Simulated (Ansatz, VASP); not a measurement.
## NaTi3C2: VASP beside Ansatz

```
Na Ti C
1.0
     2.47017    0.00000    0.00000
     0.00000    4.79121    0.00000
     0.00000    0.00000    6.57385
Na Ti C
1 3 2
Cartesian
  0.0000 0.0000 0.0000
  1.2351 3.6118 4.4958
  1.2351 1.1794 4.4958
  1.2351 2.3956 0.0000
  1.2351 3.6118 2.0781
  1.2351 1.1794 2.0781
```

Alike in both runs: task single point; functional PBE; k mesh 8 × 4 × 4; occupations gaussian, width 0.1 eV; no spin polarisation.

|  | VASP | Ansatz |
| --- | --- | --- |
| version | VASP 6.6.1 | Ansatz 0.2.0 |
| potentials or method | VASP PAW PBE potentials, release 64 (Na_pv, Ti_sv, C), cutoff 520 eV | scalar-relativistic, plane waves, PAW |
| valence electrons in the cell | 51 | 53 |

|  | VASP | Ansatz | Ansatz less VASP |
| --- | --- | --- | --- |
| gap on the k mesh at the Fermi level (eV) | none | none | - |
| pressure (GPa) | 14.1 | 14.1 | -0.02 |
| traceless stress, the component that is largest in VASP (GPa) | -19.49 | -19.60 | -0.116 |
| rms of the force components (eV/Å) | 2.181 | 2.173 | -0.0080 |

Atom by atom the forces differ by 0.009 eV/Å (rms over components). A gap of «none» marks a metal or a gap that the smearing closes. VASP's potentials hold 51 valence electrons a cell and Ansatz's 53, so a difference there can come from the potentials and not from the codes.
